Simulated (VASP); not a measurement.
# BN (Cmm2) in VASP: further runs

Runs on BN. Level: PBE. Tasks: single point.

Everything below comes from runs of VASP 6.6.1. Logs are shortened: lines on timing, memory, paths and dates and some standing lists are left out, and cuts for length are marked.

## Step 1: The cell of the first run

It takes space group Cmm2 (No. 35, orthorhombic). The conventional cell has a = 5.128 Å, b = 5.128 Å, c = 3.626 Å, α = 90.00°, β = 90.00°, γ = 90.00°. B (site symmetry m) has 4 N at 1.48 to 1.57 Å within 2.0 Å. B (site symmetry m) has 4 N at 1.57 to 1.68 Å within 2.1 Å. Within 2.0 Å of N (site symmetry mm2) lie 4 B at 1.48 to 1.68 Å. N (site symmetry mm2) has 4 B at 1.57 Å within 2.1 Å. N (site symmetry 2) has 4 B at 1.57 Å within 2.1 Å.

## Step 2: Single point, PBE (atom 5 (N) moved +0.175 Å along Cartesian [0 0 1])

Contents of INCAR:

```
SYSTEM = BN
ALGO = Normal
EDIFF = 1E-6
ENCUT = 520
GGA = PE
ISIF = 2
ISMEAR = 0
LASPH = .True.
LCHARG = .False.
LREAL = .False.
LWAVE = .False.
NBANDS = 26
NELM = 80
PREC = Accurate
SIGMA = 0.05
```

Contents of KPOINTS:

```
k-points
0
Gamma
  6 6 6
  0 0 0
```

Contents of POSCAR:

```
BN
1.0
    3.6260020000      0.0000000000      0.0000000000
    0.0000000000     -3.6260020000      0.0000000000
    0.0000000000      0.0000000000     -3.6260020000
B N
4 4
Direct
    0.0000000000      0.5000000000      0.5000000000
    0.5000000000      0.0000000000      0.5000000000
    0.5000000000      0.5000000000      0.0000000000
    0.0000000000      0.0000000000      0.0000000000
    0.7500000000      0.7500000000      0.7017374784
    0.2500000000      0.2500000000      0.7500000000
    0.2500000000      0.7500000000      0.2500000000
    0.7500000000      0.2500000000      0.2500000000
```

Potentials or basis: VASP PAW PBE potentials, release 64 (B, N).

Started as:

```console
cat potpaw_PBE.64/B/POTCAR potpaw_PBE.64/N/POTCAR > POTCAR
mpirun -np 1 vasp_std > vasp.out
```

OUTCAR:

```text
SYSTEM = BN
   EDIFF = 1E-6
   ENCUT = 520
   GGA = PE
   ISIF = 2
   ISMEAR = 0
   LASPH = .True.
   LREAL = .False.
   NELM = 80
   PREC = Accurate

 ion  position               nearest neighbor table
   1  0.000  0.500  0.500-   5 1.48   6 1.57   7 1.57   8 1.57
   2  0.500  0.000  0.500-   5 1.48   6 1.57   7 1.57   8 1.57
   3  0.500  0.500  0.000-   6 1.57   7 1.57   8 1.57   5 1.68
   4  0.000  0.000  0.000-   6 1.57   7 1.57   8 1.57   5 1.68
   5  0.750  0.750  0.702-   1 1.48   2 1.48   3 1.68   4 1.68
   6  0.250  0.250  0.750-   1 1.57   2 1.57   3 1.57   4 1.57
   7  0.250  0.750  0.250-   1 1.57   2 1.57   3 1.57   4 1.57
   8  0.750  0.250  0.250-   1 1.57   2 1.57   3 1.57   4 1.57

  LATTYP: Found a simple cubic cell.
 ALAT       =     3.6260020000

  Lattice vectors:

 A1 = (   3.6260020000,   0.0000000000,   0.0000000000)
 A2 = (   0.0000000000,  -3.6260020000,   0.0000000000)
 A3 = (   0.0000000000,   0.0000000000,  -3.6260020000)

Analysis of symmetry for initial positions (statically):
=====================================================================
 Subroutine PRICEL returns:
 Original cell was already a primitive cell.

 Routine SETGRP: Setting up the symmetry group for a
 simple cubic supercell.

 Subroutine GETGRP returns: Found  4 space group operations
 (whereof  2 operations were pure point group operations)
 out of a pool of 48 trial point group operations.

The static configuration has the point symmetry C_1h.
 The point group associated with its full space group is C_2v.

Analysis of symmetry for dynamics (positions and initial velocities):
=====================================================================
 Subroutine PRICEL returns:
 Original cell was already a primitive cell.

 Routine SETGRP: Setting up the symmetry group for a
 simple cubic supercell.

 Subroutine GETGRP returns: Found  4 space group operations
 (whereof  2 operations were pure point group operations)
 out of a pool of 48 trial point group operations.

The dynamic configuration has the point symmetry C_1h.
 The point group associated with its full space group is C_2v.

 Subroutine INISYM returns: Found  4 space group operations
 (whereof  2 operations are pure point group operations),
 and found     1 'primitive' translations

----------------------------------------------------------------------------------------

                                     Primitive cell

  volume of cell :      47.6743

  direct lattice vectors                    reciprocal lattice vectors
     3.626002000  0.000000000  0.000000000     0.275785838  0.000000000  0.000000000
     0.000000000 -3.626002000  0.000000000     0.000000000 -0.275785838  0.000000000
     0.000000000  0.000000000 -3.626002000     0.000000000  0.000000000 -0.275785838

  length of vectors
     3.626002000  3.626002000  3.626002000     0.275785838  0.275785838  0.275785838

  position of ions in fractional coordinates (direct lattice)
     0.000000000  0.500000000  0.500000000
     0.500000000  0.000000000  0.500000000
     0.500000000  0.500000000  0.000000000
     0.000000000  0.000000000  0.000000000
     0.750000000  0.750000000  0.701737478
     0.250000000  0.250000000  0.750000000
     0.250000000  0.750000000  0.250000000
     0.750000000  0.250000000  0.250000000

  ion indices of the primitive-cell ions
   primitive index   ion index
                 1           1
                 2           2
                 3           3
                 4           4
                 5           5
                 6           6
                 7           7
                 8           8

----------------------------------------------------------------------------------------

 KPOINTS: k-points

Automatic generation of k-mesh.
 Grid dimensions read from file:
 generate k-points for:    6    6    6

 Generating k-lattice:

  Cartesian coordinates                     Fractional coordinates (reciprocal lattice)
     0.045964306  0.000000000  0.000000000     0.166666667  0.000000000  0.000000000
     0.000000000 -0.045964306  0.000000000     0.000000000  0.166666667  0.000000000
     0.000000000  0.000000000 -0.045964306     0.000000000  0.000000000  0.166666667

  Length of vectors
     0.045964306  0.045964306  0.045964306

  Shift w.r.t. Gamma in fractional coordinates (k-lattice)
     0.000000000  0.000000000  0.000000000

 Subroutine IBZKPT returns following result:
 ===========================================

 Found     52 irreducible k-points:

 Following reciprocal coordinates:
            Coordinates               Weight
  0.000000  0.000000  0.000000      1.000000
  0.166667  0.000000  0.000000      4.000000
  0.000000  0.000000  0.166667      2.000000
  0.333333  0.000000  0.000000      4.000000
  0.000000  0.000000  0.333333      2.000000
  0.500000  0.000000  0.000000      2.000000
[... 16 lines left out ...]
  0.333333  0.000000  0.500000      4.000000
  0.500000  0.500000  0.000000      1.000000
 [... further k-points ...]
   k-points           NKPTS =     52   k-points in BZ     NKDIM =     52   number of bands    NBANDS=     26
   number of dos      NEDOS =    301   number of ions     NIONS =      8
   total plane-waves  NPLWV =  21952
   dimension x,y,z NGX =    28 NGY =   28 NGZ =   28
   dimension x,y,z NGXF=    56 NGYF=   56 NGZF=   56
   ions per type =               4   4
   NGX,Y,Z   is equivalent  to a cutoff of  12.84, 12.84, 12.84 a.u.
   NGXF,Y,Z  is equivalent  to a cutoff of  25.68, 25.68, 25.68 a.u.
 SYSTEM =  BN
   PREC   = accura    normal or accurate (medium, high low for compatibility)
   ISTART =      0    job   : 0-new  1-cont  2-samecut
   ICHARG =      2    charge: 1-file 2-atom 10-const
   ISPIN  =      1    spin polarized calculation?
   LNONCOLLINEAR =      F non collinear calculations
   LSORBIT =      F    spin-orbit coupling
   LASPH  =      T    aspherical Exc in radial PAW
   ENCUT  =  520.0 eV  38.22 Ry    6.18 a.u.   6.74  6.74  6.74*2*pi/ulx,y,z
   NELM   =     80;   NELMIN=  2; NELMDL= -5     # of ELM steps
   EDIFF  = 0.1E-05   stopping-criterion for ELM
   LREAL  =      F    real-space projection
   EDIFFG = 0.1E-04   stopping-criterion for IOM
   NSW    =      0    number of steps for IOM
   IBRION =     -1    ionic relax: 0-MD 1-quasi-New 2-CG
   NFREE  =      0    steps in history (QN), initial steepest desc. (CG)
   ISIF   =      2    stress and relaxation
   ISYM   =      2    0-nonsym 1-usesym 2-fastsym
   POTIM  = 0.5000    time-step for ionic-motion
   TEBEG  =    0.0;   TEEND  =   0.0 temperature during run
   PSTRESS=    0.0 pullay stress
   NELECT =      32.0000    total number of electrons
   NUPDOWN=      -1.0000    fix difference up-down
   EMIN   =  10.00;   EMAX   =-10.00  energy-range for DOS
   EFERMI =   0.00;   METHOD = LEGACY
   ISMEAR =     0;   SIGMA  =   0.05  broadening in eV -4-tet -1-fermi 0-gaus
   EFERMI_NEDOS =   21; number of points for ismear=-14 and -15
   IALGO  =     38    algorithm
   IMIX   =      4    mixing-type and parameters
     AMIX     =   0.40;   BMIX     =  1.00
     AMIX_MAG =   1.60;   BMIX_MAG =  1.00
  volume/ion in A,a.u.               =       5.96        40.22
  Fermi-wavevector in a.u.,A,eV,Ry     =   1.433387  2.708709 27.954506  2.054598
  Thomas-Fermi vector in A             =   2.552911
   LORBIT       =      0    0 simple, 1 ext, 2 COOP (PROOUT), +10 PAW based schemes
   GGA     = PE    functional components
   LHFCALC =     F    Hartree Fock is set to
   AEXX    =    0.0000 exact exchange contribution
   IVDW    =     0    specifies the selected vdW correction
   LEPSILON=     F    determine dielectric tensor
   LRPA    =     F    only Hartree local field effects (RPA)
 non-spin polarized calculation
 Gauss-broadening in eV      SIGMA  =   0.05
  energy-cutoff  :      520.00
  volume of cell :       47.67
 maximum number of plane-waves:      1328
   NGX = 13   NGY = 13   NGZ = 13

 number of electron      31.9999996 magnetization

 Free energy of the ion-electron system (eV)
  ---------------------------------------------------
  ext. energy  EPLUGINS =         0.00000000
  ---------------------------------------------------
  free energy    TOTEN  =       -69.27434926 eV

  energy without entropy =      -69.27434926  energy(sigma->0) =      -69.27434926

 E-fermi :   7.9754     XC(G=0): -12.7774

 val. band max:        7.6683863895   @ k =   0.0000   0.0000   0.0000
 cond. band min:      11.6299468512   @ k =   0.0000   0.0000   0.0000
 fundamental gap:      3.9615604617
 Fermi energy:         7.9754080773

 k-point     1 :       0.0000    0.0000    0.0000
  band No.  band energies     occupation
      1     -12.8626      2.00000
      2      -7.4097      2.00000
      3      -7.3136      2.00000
      4      -7.2658      2.00000
      5      -1.7673      2.00000
      6      -1.4828      2.00000
[... 18 lines left out ...]
     25      16.9753      0.00000
     26      17.3231      0.00000

 k-point     2 :       0.1667    0.0000    0.0000
  band No.  band energies     occupation
      1     -12.6394      2.00000
      2      -8.1105      2.00000
      3      -7.2835      2.00000
      4      -7.1989      2.00000
      5      -1.4758      2.00000
      6      -1.3374      2.00000
[... 18 lines left out ...]
     25      17.4411      0.00000
     26      18.0832      0.00000

 k-point     3 :       0.0000    0.0000    0.1667
  band No.  band energies     occupation
      1     -12.6415      2.00000
      2      -8.0898      2.00000
      3      -7.2566      2.00000
      4      -7.2421      2.00000
      5      -1.5917      2.00000
      6      -1.2674      2.00000
[... 572 lines left out ...]
 k-point    23 :       0.3333    0.0000    0.5000
  band No.  band energies     occupation
      1     -10.3742      2.00000
      2      -9.8880      2.00000
      3      -8.3313      2.00000
      4      -8.0195      2.00000
      5      -1.0771      2.00000
      6      -0.8006      2.00000
[... 18 lines left out ...]
     25      19.6088      0.00000
     26      20.4988      0.00000

 k-point    24 :       0.5000    0.5000    0.0000
  band No.  band energies     occupation
      1      -9.2793      2.00000
      2      -9.2262      2.00000
      3      -9.2207      2.00000
      4      -9.2195      2.00000
      5      -0.5070      2.00000
      6      -0.2533      2.00000
[... 18 lines left out ...]
     25      19.6673      0.00000
     26      20.0113      0.00000

 [... further k-points ...]
[... 5 lines left out ...]
  --------------------------------------------------------------------------------------
  -------------------------------------------------------------------------------------
  Total        1.0177918      1.0177918      0.2273082      0.3647112      0.0000000      0.0000000
  in kB       34.2046711     34.2046711      7.6390894     12.2567564      0.0000000      0.0000000
  external PRESSURE =      25.3494772 kB  Pullay stress =       0.0000000 kB

 VOLUME and BASIS-vectors are now :
 -----------------------------------------------------------------------------
  energy-cutoff  :      520.00
  volume of cell :       47.67
      direct lattice vectors                 reciprocal lattice vectors
     3.626002000  0.000000000  0.000000000     0.275785838  0.000000000  0.000000000
     0.000000000 -3.626002000  0.000000000     0.000000000 -0.275785838  0.000000000
     0.000000000  0.000000000 -3.626002000     0.000000000  0.000000000 -0.275785838

 POSITION                                       TOTAL-FORCE (eV/Angst)
 -----------------------------------------------------------------------------------
      0.00000     -1.81300     -1.81300         0.531807      0.531807      1.216723
      1.81300      0.00000     -1.81300        -0.531807     -0.531807      1.216723
      1.81300     -1.81300      0.00000         0.100660     -0.100660      0.771338
      0.00000      0.00000      0.00000        -0.100660      0.100660      0.771338
      2.71950     -2.71950     -2.54450         0.000000      0.000000     -5.977953
      0.90650     -0.90650     -2.71950         0.000000      0.000000     -0.417128
      0.90650     -2.71950     -0.90650         0.000000      0.000000      1.209479
      2.71950     -0.90650     -0.90650         0.000000     -0.000000      1.209479
 -----------------------------------------------------------------------------------
    total drift:                                0.000000      0.000000     -0.000086

  FREE ENERGIE OF THE ION-ELECTRON SYSTEM (eV)
  ---------------------------------------------------
  free  energy   TOTEN  =       -69.2743492616 eV

  energy  without entropy=      -69.2743492616  energy(sigma->0) =      -69.27434926
```

Run time: 43 s. Hardware: 1 thread of Intel Xeon Platinum 8259CL at 2.50GHz (Skylake/Cascade Lake), shared host; peak memory 0.18 GiB.

Results:

```yaml
Free_energy: -69.2743 eV
Pressure: 2.5 GPa
Largest_force: 5.978 eV/Å
Band_gap_on_the_k_mesh: 3.96 eV
```

Forces on the atoms (eV/Å):
```
B    0.532  0.532  1.217
B   -0.532 -0.532  1.217
B    0.101 -0.101  0.771
B   -0.101  0.101  0.771
N    0.000  0.000 -5.978
N    0.000  0.000 -0.417
N    0.000  0.000  1.209
N    0.000  0.000  1.209
```

Stress tensor (GPa, compression positive):
```
3.42 1.23 0.00
1.23 3.42 0.00
0.00 0.00 0.76
```

Caveat: the cell differs from its parent crystal (atom 5 (N) moved +0.175 Å along Cartesian [0 0 1]); forces of over 1 eV/Å act on the atoms, so gaps and moduli don't describe the material at rest. A k mesh can miss the band edges.

## Step 3: Single point, PBE (atom 5 (N) moved +0.125 Å along Cartesian [0 0 1])

Contents of INCAR:

```
PREC = Accurate
ENCUT = 520
EDIFF = 1E-6
ISMEAR = 0
SIGMA = 0.05
LREAL = F
LASPH = T
NELM = 60
ALGO = Normal
ISIF = 2
LWAVE = F
LCHARG = F
GGA = PE
NBANDS = 26
```

Contents of KPOINTS:

```
Automatic mesh
0
Gamma
  6 6 6
```

Changes to POSCAR since step 2:

```diff
@@ -12,3 +12,3 @@
     0.0000000000      0.0000000000      0.0000000000
-    0.7500000000      0.7500000000      0.7017374784
+    0.7500000000      0.7500000000      0.7155267703
     0.2500000000      0.2500000000      0.7500000000
```

Potentials or basis: VASP PAW PBE potentials, release 64 (B, N).

Started as:

```console
cat potpaw_PBE.64/B/POTCAR potpaw_PBE.64/N/POTCAR > POTCAR
mpirun -np 1 vasp_std > vasp.out
```

OUTCAR:

```text
PREC = Accurate
   ENCUT = 520
   EDIFF = 1E-6
   ISMEAR = 0
   LREAL = F
   LASPH = T
   NELM = 60
   ISIF = 2
   GGA = PE

 ion  position               nearest neighbor table
   1  0.000  0.500  0.500-   5 1.50   6 1.57   7 1.57   8 1.57
   2  0.500  0.000  0.500-   5 1.50   6 1.57   7 1.57   8 1.57
   3  0.500  0.500  0.000-   6 1.57   7 1.57   8 1.57   5 1.65
   4  0.000  0.000  0.000-   6 1.57   7 1.57   8 1.57   5 1.65
   5  0.750  0.750  0.716-   1 1.50   2 1.50   3 1.65   4 1.65
   6  0.250  0.250  0.750-   1 1.57   2 1.57   3 1.57   4 1.57
   7  0.250  0.750  0.250-   1 1.57   2 1.57   3 1.57   4 1.57
   8  0.750  0.250  0.250-   1 1.57   2 1.57   3 1.57   4 1.57

  LATTYP: Found a simple cubic cell.
 ALAT       =     3.6260020000

  Lattice vectors:

 A1 = (   3.6260020000,   0.0000000000,   0.0000000000)
 A2 = (   0.0000000000,  -3.6260020000,   0.0000000000)
 A3 = (   0.0000000000,   0.0000000000,  -3.6260020000)

Analysis of symmetry for initial positions (statically):
=====================================================================
[... 185 lines left out ...]

 E-fermi :   7.8366     XC(G=0): -12.7772

 val. band max:        7.5644987399   @ k =   0.0000   0.0000   0.0000
 cond. band min:      11.6841823020   @ k =   0.0000   0.0000   0.0000
 fundamental gap:      4.1196835621
 Fermi energy:         7.8366130522

 k-point     1 :       0.0000    0.0000    0.0000
  band No.  band energies     occupation
      1     -12.8499      2.00000
      2      -7.3613      2.00000
      3      -7.3111      2.00000
      4      -7.2868      2.00000
      5      -1.6994      2.00000
      6      -1.5219      2.00000
[... 685 lines left out ...]
     25      19.7499      0.00000
     26      19.9003      0.00000

 [... further k-points ...]
[... 5 lines left out ...]
  --------------------------------------------------------------------------------------
  -------------------------------------------------------------------------------------
  Total        0.4976453      0.4976453      0.0966460      0.2228933     -0.0000000      0.0000000
  in kB       16.7242381     16.7242381      3.2479584      7.4907191     -0.0000000      0.0000000
  external PRESSURE =      12.2321449 kB  Pullay stress =       0.0000000 kB

 VOLUME and BASIS-vectors are now :
 -----------------------------------------------------------------------------
  energy-cutoff  :      520.00
  volume of cell :       47.67
      direct lattice vectors                 reciprocal lattice vectors
     3.626002000  0.000000000  0.000000000     0.275785838  0.000000000  0.000000000
     0.000000000 -3.626002000  0.000000000     0.000000000 -0.275785838  0.000000000
     0.000000000  0.000000000 -3.626002000     0.000000000  0.000000000 -0.275785838

 POSITION                                       TOTAL-FORCE (eV/Angst)
 -----------------------------------------------------------------------------------
      0.00000     -1.81300     -1.81300         0.332244      0.332244      0.841611
      1.81300      0.00000     -1.81300        -0.332244     -0.332244      0.841611
      1.81300     -1.81300      0.00000         0.109994     -0.109994      0.608671
      0.00000      0.00000      0.00000        -0.109994      0.109994      0.608671
      2.71950     -2.71950     -2.59450         0.000000      0.000000     -4.323945
      0.90650     -0.90650     -2.71950         0.000000      0.000000     -0.301009
      0.90650     -2.71950     -0.90650         0.000000      0.000000      0.862196
      2.71950     -0.90650     -0.90650         0.000000      0.000000      0.862196
 -----------------------------------------------------------------------------------
    total drift:                                0.000000     -0.000000     -0.000128

  FREE ENERGIE OF THE ION-ELECTRON SYSTEM (eV)
  ---------------------------------------------------
  free  energy   TOTEN  =       -69.5321459846 eV

  energy  without entropy=      -69.5321459846  energy(sigma->0) =      -69.53214598
```

stdout:

```text
POSCAR found type information on POSCAR B N
 POSCAR found :  2 types and       8 ions
 scaLAPACK will be used
 LDA part: xc-table for (Slater+PW92), standard interpolation
 POSCAR, INCAR and KPOINTS ok, starting setup
 FFT: planning ... GRIDC
 FFT: planning ... GRID_SOFT
 FFT: planning ... GRID
 WAVECAR not read
 entering main loop
```

Run time: 38 s. Hardware: 1 thread of Intel Xeon Platinum 8259CL at 2.50GHz (Skylake/Cascade Lake), shared host; peak memory 0.18 GiB.

Results:

- Free energy: -69.5321 eV
- Pressure: 1.2 GPa
- Largest force: 4.324 eV/Å
- Band gap on the k mesh: 4.12 eV

Forces in eV/Å, atoms in the order of the input:
```
B    0.332  0.332  0.842
B   -0.332 -0.332  0.842
B    0.110 -0.110  0.609
B   -0.110  0.110  0.609
N    0.000  0.000 -4.324
N    0.000  0.000 -0.301
N    0.000  0.000  0.862
N    0.000  0.000  0.862
```

Caveat: the cell differs from its parent crystal (atom 5 (N) moved +0.125 Å along Cartesian [0 0 1]); forces of over 1 eV/Å act on the atoms, so gaps and moduli don't describe the material at rest. A k mesh can miss the band edges.

[end of part 1 of 2]
